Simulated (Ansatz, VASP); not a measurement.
**Two plane-wave programs on TiO2**

POSCAR

```
TiO2
1.0
    4.5656520760      0.0000000000      0.0000000000
    0.0000000000      4.5656520760      0.0000000000
    0.0000000000      0.0000000000      2.9444662605
Ti O
2 4
Direct
    0.0000000000      0.0000000000      0.0000000000
    0.5000000000      0.5000000000      0.5000000000
    0.3040478127      0.3040478127      0.0000000000
    0.1959521873      0.8040478127      0.5000000000
    0.6959521873      0.6959521873      0.0000000000
    0.8040478127      0.1959521873      0.5000000000
```

Contents of INCAR.step1:

```
SYSTEM = TiO2
PREC = Accurate
ENCUT = 520
ISMEAR = 0
SIGMA = 0.01
LREAL = .False.
LASPH = .True.
NELM = 100
NBANDS = 33
GGA = PE
ALGO = Normal
EDIFF = 1E-4
LWAVE = .True.
LCHARG = .False.
```

INCAR.step2

```
SYSTEM = TiO2
PREC = Accurate
ENCUT = 520
EDIFF = 1E-6
ISMEAR = 0
SIGMA = 0.01
LREAL = .False.
LASPH = .True.
NELM = 100
ALGO = Normal
ISIF = 2
LWAVE = .False.
LCHARG = .False.
METAGGA = R2SCAN
LMIXTAU = .True.
NBANDS = 33
ISTART = 1
```

KPOINTS

```
regular mesh
0
Gamma
  4 4 6
  0 0 0
```

Input for Ansatz:

```yaml
crystal:
  lattice:
    - [4.56565207595, 0.0, 0.0]
    - [0.0, 4.56565207595, 0.0]
    - [0.0, 0.0, 2.94446626053]
  atoms:
    - { symbol: Ti, position: [0.0, 0.0, 0.0] }
    - { symbol: Ti, position: [0.5, 0.5, 0.5] }
    - { symbol: O, position: [0.304047812666, 0.304047812666, 0.0] }
    - { symbol: O, position: [0.195952187334, 0.804047812666, 0.5] }
    - { symbol: O, position: [0.695952187334, 0.695952187334, 0.0] }
    - { symbol: O, position: [0.804047812666, 0.195952187334, 0.5] }
kpoints:
  mp_grid: { grid: [4, 4, 6] }
scf:
  occupations: { method: fixed }
  convergence: { dr2_threshold: 1.0e-10 }
hamiltonian:
  xc: r2scan
  pseudopotentials: { kind: paw }
output:
  forces: true
  stress: true
  eigenstates:
    kpoints:
      - [0.0, 0.0, 0.0]
      - [0.5, 0.5, 0.0]
      - [0.0, 0.5, 0.5]
      - [0.5, 0.0, 0.5]
      - [0.0, 0.0, -0.5]
      - [-0.5, -0.5, -0.5]
      - [0.0, -0.5, 0.0]
      - [-0.5, 0.0, 0.0]
  eigenvalues: true
```

Alike in both runs: task single point; functional r2SCAN; k mesh 4 × 4 × 6; no spin polarisation.

|  | VASP | Ansatz |
| --- | --- | --- |
| version | VASP 6.6.1 | Ansatz 0.2.0 |
| potentials or method | VASP PAW PBE potentials, release 64 (Ti_sv, O) | PAW with Ansatz's default frozen-core files, scalar-relativistic |
| plane-wave cutoff (eV) | 520 | 500 |
| occupations | gaussian, width 0.01 eV | fixed |
| valence electrons in the cell | 48 | 48 |

VASP gave:

| Property | Result |
| --- | --- |
| gap on the k mesh at the Fermi level (eV) | 2.25 |
| pressure (GPa) | 5.3 |
| traceless stress, the component that is largest in VASP (GPa) | 0.45 |
| rms of the force components (eV/Å) | 0.014 |

Problem. Estimate Ansatz's values.

Solution. gap on the k mesh at the Fermi level (eV): 2.24; pressure (GPa): 4.0; traceless stress, the component that is largest in VASP (GPa): 0.00; rms of the force components (eV/Å): 0.000.

VASP's potentials were made for PBE, not for r2SCAN. Atom by atom the forces differ by 0.014 eV/Å (rms over components).
